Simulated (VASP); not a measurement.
Here is a VASP 6.6.1 calculation.

INCAR

```
SYSTEM = Ti
ALGO     = Normal         ! electronic algorithm
EDIFF    = 1E-6           ! SCF threshold, eV
ENCUT    = 520            ! plane-wave cutoff, eV
GGA      = PS             ! functional
ISIF     = 2              ! what is computed and relaxed
ISMEAR   = -1             ! smearing method
ISPIN    = 2              ! spin polarisation
LASPH    = .True.         ! aspherical terms in the spheres
LCHARG   = .False.        ! write CHGCAR
LMAXMIX  = 4              ! l up to which the mixer works
LORBIT   = 11             ! projections on sites
LREAL    = .False.        ! projectors in reciprocal space
LWAVE    = .False.        ! write WAVECAR
MAGMOM   = 1 1            ! initial moments
NBANDS   = 23             ! bands
NELM     = 150            ! most SCF steps
PREC     = Accurate       ! precision mode
SIGMA    = 0.05           ! smearing width, eV
```

The input KPOINTS:

```
k-points
0
Gamma
  20 20 11
  0 0 0
```

POSCAR

```
Ti
1.0
    2.8614710575      0.0000000000      0.0000000000
   -1.4307355287      2.4781066280      0.0000000000
    0.0000000000      0.0000000000      4.5306550183
Ti
2
Direct
    0.3333333333      0.6666666667      0.2500000000
    0.6666666667      0.3333333333      0.7500000000
```

Potentials or basis: VASP PAW PBE potentials, release 64 (Ti_sv).

The run is started by

```bash
$ cat potpaw_PBE.64/Ti_sv/POTCAR > POTCAR
$ mpirun -np 1 vasp_std > vasp.out
```

(1) Estimate the band gap on the k mesh.

(2) Estimate the net moment.

(3) What does it give for the pressure?

Results:

(1) zero (filled and empty bands overlap).

(2) 0.00 μB per cell.

(3) 4.9 GPa.

Caveat: the cell stands under pressure; the PAW data sets were made with another functional, which shifts forces and pressure a little.
